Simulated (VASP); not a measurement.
# MoS2 (R-3m) in VASP: further runs

MoS2 is run at these levels: PBE+D3(BJ); tasks: relaxation of shape and atoms at fixed volume, single point.

All numbers are computed with VASP 6.6.1; they aren't measurements. Logs are shortened: lines on timing, memory, paths and dates and some standing lists are left out, and cuts for length are marked.

## (1) The cell of the first run

It takes space group R-3m (No. 166, trigonal). Conventional cell: a = 3.027 Å, b = 3.027 Å, c = 16.851 Å, α = 90.00°, β = 90.00°, γ = 120.00°. Mo (site symmetry -3m) has 6 S at 2.37 Å and 6 Mo at 3.03 Å within 3.1 Å. S (site symmetry 3m) has 3 Mo at 2.37 Å and 9 S at 2.98 to 3.03 Å within 3.1 Å.

## (2) Relaxation of shape and atoms at fixed volume, PBE+D3(BJ) (14.86 Å³/atom)

INCAR

```
SYSTEM = MoS2
PREC = Accurate ; ENCUT = 600
EDIFF = 1E-6 ; ISMEAR = 0
SIGMA = 0.1 ; LREAL = .FALSE.
LASPH = .TRUE. ; NELM = 80
ALGO = Normal ; ISIF = 4
LWAVE = .FALSE. ; LCHARG = .FALSE.
GGA = PE ; IVDW = 12
IBRION = 2 ; NSW = 50
EDIFFG = -0.01
```

KPOINTS

```
Automatic mesh
0
G
  15 15 15
  0 0 0
```

POSCAR

```
MoS2
1.0
    1.5135958160      0.8738749518      5.6170188501
   -1.5135958160      0.8738749518      5.6170188501
    0.0000000000     -1.7477499036      5.6170188501
Mo S
1 2
Direct
    0.0000000000      0.0000000000      0.0000000000
    0.7615575023      0.7615575023      0.7615575023
    0.2384424977      0.2384424977      0.2384424977
```

Potentials or basis: VASP PAW PBE potentials, release 64 (Mo_sv, S).

Started as:

```
$ cat potpaw_PBE.64/Mo_sv/POTCAR potpaw_PBE.64/S/POTCAR > POTCAR
$ mpirun -np 1 vasp_std > vasp.out
```

OUTCAR:

```text
SYSTEM = MoS2
   PREC = Accurate
   ENCUT = 600
   EDIFF = 1E-6
   ISMEAR = 0
   LREAL = .FALSE.
   LASPH = .TRUE.
   NELM = 80
   ISIF = 4
   GGA = PE
   IVDW = 12
   IBRION = 2
   NSW = 50
   EDIFFG = -0.01
 IVDW          = 12

 ion  position               nearest neighbor table
   1  0.000  0.000  0.000-   2 2.37   3 2.37   2 2.37   2 2.37   3 2.37   3 2.37
   2  0.762  0.762  0.762-   1 2.37   1 2.37   1 2.37
   3  0.238  0.238  0.238-   1 2.37   1 2.37   1 2.37

  LATTYP: Found a trigonal (rhomboedric) cell.
 ALAT       =     5.8826465547
 COS(alpha) =     0.8675950195

  Lattice vectors:

 A1 = (   1.5135958160,   0.8738749518,   5.6170188501)
 A2 = (  -1.5135958160,   0.8738749518,   5.6170188501)
 A3 = (   0.0000000000,  -1.7477499036,   5.6170188501)

Analysis of symmetry for initial positions (statically):
=====================================================================
 Subroutine PRICEL returns:
 Original cell was already a primitive cell.

 Routine SETGRP: Setting up the symmetry group for a
 trigonal (rhombohedral) supercell.

 Subroutine GETGRP returns: Found 12 space group operations
 (whereof 12 operations were pure point group operations)
 out of a pool of 12 trial point group operations.

The static configuration has the point symmetry D_3d.

Analysis of symmetry for dynamics (positions and initial velocities):
=====================================================================
 Subroutine PRICEL returns:
 Original cell was already a primitive cell.

 Routine SETGRP: Setting up the symmetry group for a
 trigonal (rhombohedral) supercell.

 Subroutine GETGRP returns: Found 12 space group operations
 (whereof 12 operations were pure point group operations)
 out of a pool of 12 trial point group operations.

The dynamic configuration has the point symmetry D_3d.

 Subroutine INISYM returns: Found 12 space group operations
 (whereof 12 operations are pure point group operations),
 and found     1 'primitive' translations

----------------------------------------------------------------------------------------

                                     Primitive cell

  volume of cell :      44.5776

  direct lattice vectors                    reciprocal lattice vectors
     1.513595816  0.873874952  5.617018850     0.330339180  0.190721414  0.059343460
    -1.513595816  0.873874952  5.617018850    -0.330339180  0.190721414  0.059343460
     0.000000000 -1.747749904  5.617018850     0.000000000 -0.381442828  0.059343460

  length of vectors
     5.882646555  5.882646555  5.882646555     0.386031446  0.386031446  0.386031446

  position of ions in fractional coordinates (direct lattice)
     0.000000000  0.000000000  0.000000000
     0.761557502  0.761557502  0.761557502
     0.238442498  0.238442498  0.238442498

  ion indices of the primitive-cell ions
   primitive index   ion index
                 1           1
                 2           2
                 3           3

----------------------------------------------------------------------------------------

 KPOINTS: Automatic mesh

Automatic generation of k-mesh.
 Grid dimensions read from file:
 generate k-points for:   15   15   15

 Generating k-lattice:

  Cartesian coordinates                     Fractional coordinates (reciprocal lattice)
     0.022022612  0.012714761  0.003956231     0.066666667  0.000000000 -0.000000000
    -0.022022612  0.012714761  0.003956231     0.000000000  0.066666667 -0.000000000
     0.000000000 -0.025429522  0.003956231    -0.000000000 -0.000000000  0.066666667

  Length of vectors
     0.025735430  0.025735430  0.025735430

  Shift w.r.t. Gamma in fractional coordinates (k-lattice)
     0.000000000  0.000000000  0.000000000

 Subroutine IBZKPT returns following result:
 ===========================================

 Found    344 irreducible k-points:

 Following reciprocal coordinates:
            Coordinates               Weight
  0.000000  0.000000  0.000000      1.000000
  0.066667 -0.000000  0.000000      6.000000
  0.133333  0.000000  0.000000      6.000000
  0.200000 -0.000000  0.000000      6.000000
  0.266667  0.000000  0.000000      6.000000
  0.333333 -0.000000  0.000000      6.000000
[... 16 lines left out ...]
  0.133333  0.133333 -0.000000      6.000000
  0.200000  0.133333  0.000000     12.000000
 [... further k-points ...]
   k-points           NKPTS =    344   k-points in BZ     NKDIM =    344   number of bands    NBANDS=     17
   number of dos      NEDOS =    301   number of ions     NIONS =      3
   total plane-waves  NPLWV = 110592
   dimension x,y,z NGX =    48 NGY =   48 NGZ =   48
   dimension x,y,z NGXF=    96 NGYF=   96 NGZF=   96
   ions per type =               1   2
   NGX,Y,Z   is equivalent  to a cutoff of  13.56, 13.56, 13.56 a.u.
   NGXF,Y,Z  is equivalent  to a cutoff of  27.13, 27.13, 27.13 a.u.
 SYSTEM =  MoS2
   PREC   = accura    normal or accurate (medium, high low for compatibility)
   ISTART =      0    job   : 0-new  1-cont  2-samecut
   ICHARG =      2    charge: 1-file 2-atom 10-const
   ISPIN  =      1    spin polarized calculation?
   LNONCOLLINEAR =      F non collinear calculations
   LSORBIT =      F    spin-orbit coupling
   LASPH  =      T    aspherical Exc in radial PAW
   ENCUT  =  600.0 eV  44.10 Ry    6.64 a.u.  11.75 11.75 11.75*2*pi/ulx,y,z
   NELM   =     80;   NELMIN=  2; NELMDL= -5     # of ELM steps
   EDIFF  = 0.1E-05   stopping-criterion for ELM
   LREAL  =      F    real-space projection
   EDIFFG = -.1E-01   stopping-criterion for IOM
   NSW    =     50    number of steps for IOM
   IBRION =      2    ionic relax: 0-MD 1-quasi-New 2-CG
   NFREE  =      1    steps in history (QN), initial steepest desc. (CG)
   ISIF   =      4    stress and relaxation
   ISYM   =      2    0-nonsym 1-usesym 2-fastsym
   POTIM  = 0.5000    time-step for ionic-motion
   TEBEG  =    0.0;   TEEND  =   0.0 temperature during run
   PSTRESS=    0.0 pullay stress
   NELECT =      26.0000    total number of electrons
   NUPDOWN=      -1.0000    fix difference up-down
   EMIN   =  10.00;   EMAX   =-10.00  energy-range for DOS
   EFERMI =   0.00;   METHOD = LEGACY
   ISMEAR =     0;   SIGMA  =   0.10  broadening in eV -4-tet -1-fermi 0-gaus
   EFERMI_NEDOS =   21; number of points for ismear=-14 and -15
   IALGO  =     38    algorithm
   IMIX   =      4    mixing-type and parameters
     AMIX     =   0.40;   BMIX     =  1.00
     AMIX_MAG =   1.60;   BMIX_MAG =  1.00
  volume/ion in A,a.u.               =      14.86       100.27
  Fermi-wavevector in a.u.,A,eV,Ry     =   1.367814  2.584794 25.455360  1.870916
  Thomas-Fermi vector in A             =   2.493834
   LORBIT       =      0    0 simple, 1 ext, 2 COOP (PROOUT), +10 PAW based schemes
   GGA     = PE    functional components
   LHFCALC =     F    Hartree Fock is set to
   AEXX    =    0.0000 exact exchange contribution
   IVDW    =    12    specifies the selected vdW correction
   LEPSILON=     F    determine dielectric tensor
   LRPA    =     F    only Hartree local field effects (RPA)
 conjugate gradient relaxation of ions
 non-spin polarized calculation
 Gauss-broadening in eV      SIGMA  =   0.10
  energy-cutoff  :      600.00
  volume of cell :       44.58
 maximum number of plane-waves:      1509
   NGX = 23   NGY = 23   NGZ = 23

--------------------------------------- Ionic step        1  -------------------------------------------

 number of electron      26.0000000 magnetization

 Free energy of the ion-electron system (eV)
  ---------------------------------------------------
  ext. energy  EPLUGINS =         0.00000000
  ---------------------------------------------------
  free energy    TOTEN  =       -20.56057659 eV

  energy without entropy =      -20.55681483  energy(sigma->0) =      -20.55869571

------------------------ aborting loop because EDIFF is reached ----------------------------------------

 Edisp (eV)   -1.54180

 E8    (eV) :    -0.6225

  FORCE on cell =-STRESS in cart. coord.  units (eV):
  Direction    XX          YY          ZZ          XY          YZ          ZX
  --------------------------------------------------------------------------------------
  -------------------------------------------------------------------------------------
  Total       3.84358     3.84358     4.27106     0.00000     0.00000     0.00000
  in kB     138.14357   138.14357   153.50778     0.00000     0.00000     0.00000
  external pressure =      143.26 kB  Pullay stress =        0.00 kB
[... 145 lines left out ...]
  energy  without entropy=      -22.1124114777  energy(sigma->0) =      -22.11401169

--------------------------------------- Ionic step        5  -------------------------------------------

 number of electron      26.0000000 magnetization

 Free energy of the ion-electron system (eV)
  ---------------------------------------------------
  ext. energy  EPLUGINS =         0.00000000
  ---------------------------------------------------
  free energy    TOTEN  =       -20.57334633 eV

  energy without entropy =      -20.57010951  energy(sigma->0) =      -20.57172792

 E-fermi :  10.1565     XC(G=0): -11.9942

 val. band max:       10.1348953297   @ k =   0.2667   0.2667   0.2667
 cond. band min:      10.1614414312   @ k =   0.4000   0.2667   0.0667
 fundamental gap:      0.0265461016
 Fermi energy:        10.1565339962

 k-point     1 :       0.0000    0.0000    0.0000
  band No.  band energies     occupation
      1     -51.3340      2.00000
      2     -25.5179      2.00000
      3     -25.2072      2.00000
      4     -25.2072      2.00000
      5      -5.8464      2.00000
      6      -3.3745      2.00000
[... 9 lines left out ...]
     16      13.4270      0.00000
     17      13.4270      0.00000
[... 443 lines left out ...]
      1     -51.3145      2.00000
      2     -25.4837      2.00000
      3     -25.3739      2.00000
      4     -25.2489      2.00000
      5      -5.2352      2.00000
      6      -3.3294      2.00000
[... 9 lines left out ...]
     16      12.9825      0.00000
     17      13.6018      0.00000

 [... further k-points ...]

------------------------ aborting loop because EDIFF is reached ----------------------------------------

 Edisp (eV)   -1.54244

 E8    (eV) :    -0.6228

  FORCE on cell =-STRESS in cart. coord.  units (eV):
  Direction    XX          YY          ZZ          XY          YZ          ZX
  --------------------------------------------------------------------------------------
  -------------------------------------------------------------------------------------
  Total       3.18219     3.18219     3.15388     0.00000    -0.00000     0.00000
  in kB     114.37213   114.37213   113.35451     0.00000    -0.00000     0.00000
  external pressure =      114.03 kB  Pullay stress =        0.00 kB
[... 18 lines left out ...]
  FREE ENERGIE OF THE ION-ELECTRON SYSTEM (eV)
  ---------------------------------------------------
  free  energy   TOTEN  =       -22.1157847270 eV

  energy  without entropy=      -22.1125479069  energy(sigma->0) =      -22.11416632

 reached required accuracy - stopping structural energy minimisation
```

It took 40 min on 1 thread of Intel Xeon Platinum 8375C at 2.90GHz (Ice Lake), shared host; peak memory 0.57 GiB.

What came out:

```
Free energy                  : -22.1158 eV
Energy gained by relaxing    : 4.5 meV/atom
Ionic steps                  : 5
Pressure after relaxing      : 11.4 GPa
Largest force after relaxing : 0.008 eV/Å
Band gap on the k mesh       : zero (bands 13 and 14 overlap by 0.56 eV)
Dispersion energy per atom   : -0.514 eV
```

Forces in eV/Å, atoms in the order of the input:
```
Mo   0.000  0.000  0.000
S    0.000  0.000  0.008
S    0.000  0.000 -0.008
```

The path:
| step | energy change (eV) | largest force (eV/Å) | pressure (GPa) | volume (Å³) |
| --- | --- | --- | --- | --- |
| 1 | 0.0000 | 0.5353 | 14.33 | 44.58 |
| 2 | -0.0113 | 0.0767 | 11.09 | 44.58 |
| 3 | -0.0120 | 0.0364 | 11.67 | 44.58 |
| 4 | -0.0132 | 0.0171 | 11.50 | 44.58 |
| 5 | -0.0134 | 0.0081 | 11.40 | 44.58 |

Final structure:
```cif
data_structure
_symmetry_space_group_name_H-M 'P 1'
_symmetry_Int_Tables_number 1
_cell_length_a 5.8732
_cell_length_b 5.8732
_cell_length_c 5.8732
_cell_angle_alpha 29.897
_cell_angle_beta 29.897
_cell_angle_gamma 29.897
_cell_volume 44.58
loop_
_atom_site_label
_atom_site_type_symbol
_atom_site_fract_x
_atom_site_fract_y
_atom_site_fract_z
_atom_site_occupancy
Mo1 Mo 0.00000 0.00000 0.00000 1
S1 S 0.76308 0.76308 0.76308 1
S2 S 0.23692 0.23692 0.23692 1
```

Levels at points of the mesh, in eV from the Fermi level:
| k point | band 11 | band 12 | band 13 | band 14 | band 15 | band 16 |
| --- | --- | --- | --- | --- | --- | --- |
| (0.00, 0.00, 0.00) | -0.68 | -0.65 | -0.65 | 0.52 | 0.52 | 3.27 |

(Part 1 of 2 ends here.)
